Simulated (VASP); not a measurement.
# BaO: relaxation of cell and atoms with PBEsol

Crystal: BaO.

```
CELL_PARAMETERS angstrom
0.00000 2.76950 2.76950
2.76950 0.00000 2.76950
2.76950 2.76950 0.00000
ATOMIC_POSITIONS crystal
Ba 0.00000 0.00000 0.00000
O 0.50000 0.50000 0.50000
```

```
Program                : VASP 6.6.1
Task                   : relaxation of cell and atoms
Functional             : PBEsol
Potentials or basis    : VASP PAW PBE potentials, release 64 (Ba_sv, O_h)
Cutoff                 : 1340 eV
k mesh                 : 8 × 8 × 8
Occupations            : gaussian, width 0.02 eV
Spin                   : no spin polarisation
Dipole correction      : no
Further INCAR settings : ALGO = Normal; EDIFF = 1e-07; IBRION = 2; EDIFFG = -0.002; NSW = 100; ISIF = 3
```

```yaml
Relaxed_volume: 21.16 Å³/atom
Relaxed_cell: a = 3.912 Å, b = 3.912 Å, c = 3.912 Å, α = 60.00°, β = 60.00°, γ = 60.00°
Space_group_after_relaxing_to_0.1_Å: Fm-3m (No. 225)
Energy_gained_by_relaxing: 0.1 meV/atom
Ionic_steps: 3
Pressure_after_relaxing: 0.0 GPa
Band_gap_on_the_k_mesh: 1.86 eV
```

Step by step:
```tsv
step	energy change (eV)	largest force (eV/Å)	pressure (GPa)	volume (Å³)
1	0.0000	0.0000	-0.28	42.48
2	-0.0001	0.0000	0.13	42.25
3	-0.0001	0.0000	0.01	42.33
```

Final structure:
```yaml
crystal:
  lattice:
    - [0.00000, 2.76608, 2.76608]
    - [2.76608, 0.00000, 2.76608]
    - [2.76608, 2.76608, 0.00000]
  atoms:
    - { symbol: Ba, position: [0.00000, 0.00000, 0.00000] }
    - { symbol: O, position: [0.50000, 0.50000, 0.50000] }
```

Levels at points of the mesh, in eV from the valence-band top:
| k point | band 5 | band 6 | band 7 | band 8 | band 9 | band 10 | band 11 | band 12 |
| --- | --- | --- | --- | --- | --- | --- | --- | --- |
| (0.00, 0.00, 0.00) | -10.32 | -0.36 | -0.36 | -0.36 | 3.38 | 4.63 | 4.63 | 4.63 |
| (0.50, 0.00, 0.00) | -10.44 | -2.07 | -1.52 | -1.52 | 4.87 | 7.16 | 7.16 | 8.03 |
| (0.50, 0.50, 0.00) | -10.92 | -0.17 | -0.17 | 0.00 | 1.86 | 5.94 | 8.92 | 9.24 |

It took 110 s on 1 thread of Intel(R) Xeon(R) Platinum 8259CL CPU @ 2.50GHz (Skylake/Cascade Lake), on a shared host, peak memory 0.39 GiB.

Caveat: the PAW data sets were made with another functional, which shifts forces and pressure a little; spin-orbit coupling is left out, which moves the levels of the heavy elements. A k mesh can miss the band edges.
